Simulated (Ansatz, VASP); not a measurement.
## One calculation of Se, two programs

INCAR

```
SYSTEM = Se
PREC     = Accurate       ! precision mode
ENCUT    = 600            ! plane-wave cutoff, eV
EDIFF    = 1E-7           ! SCF threshold, eV
ISMEAR   = 0              ! smearing method
SIGMA    = 0.1            ! smearing width, eV
LREAL    = .False.        ! projectors in reciprocal space
LASPH    = .True.         ! aspherical terms in the spheres
NELM     = 100            ! most SCF steps
ALGO     = Normal         ! electronic algorithm
ISIF     = 3              ! what is computed and relaxed
LWAVE    = .False.        ! write WAVECAR
LCHARG   = .False.        ! write CHGCAR
GGA      = PE             ! functional
IBRION   = 2              ! ionic algorithm
NSW      = 100            ! ionic steps
EDIFFG   = -0.01          ! ionic threshold
```

The input KPOINTS:

```
Automatic mesh
0
Gamma
  20 20 14
  0 0 0
```

File POSCAR:

```
Se
1.0
    2.6345296686      0.0000000000      0.0000000000
    0.0000000000      2.6345296686      0.0000000000
    0.0000000000      0.0000000000      4.3375747220
Se
1
Direct
    0.0000000000      0.0000000000      0.5000000000
```

Input for Ansatz:

```yaml
crystal:
  lattice:
    - [2.6345296686, 0.0, 0.0]
    - [0.0, 2.6345296686, 0.0]
    - [0.0, 0.0, 4.337574722]
  atoms:
    - { symbol: Se, position: [0.0, 0.0, 0.5] }
basis:
  ecutwfc: 420
kpoints:
  mp_grid: { grid: [20, 20, 14] }
hamiltonian:
  xc: pbe
scf:
  occupations: { method: gaussian, width: 0.1 }
output:
  forces: true
  stress: true
  eigenvalues: true
relax:
  adjacent_minimum: "off"
  f_tol: 0.01
  max_steps: 80
  cell: { stress_tol: 0.05 }
```

Alike in both runs: task relaxation of cell and atoms; functional PBE; k mesh 20 × 20 × 14; occupations gaussian, width 0.1 eV; no spin polarisation.

```csv
,VASP,Ansatz
version,VASP 6.6.1,Ansatz 0.2.0
potentials or method,"VASP PAW PBE potentials, release 64 (Se), cutoff 600 eV","scalar-relativistic, plane waves, PAW"
valence electrons in the cell,6,16
```

|  | VASP | Ansatz | Ansatz less VASP |
| --- | --- | --- | --- |
| gap on the k mesh at the Fermi level, each at its own relaxed structure (eV) | none | none | - |
| relaxed volume (Å³/atom) | 30.13 | 30.11 | -0.021 |
| relaxed cell length with the largest relative difference (Å) | 2.635 | 2.635 | -0.0008 |

A gap of «none» marks a metal or a gap that the smearing closes. VASP's potentials hold 6 valence electrons a cell and Ansatz's 16, so a difference there can come from the potentials and not from the codes.
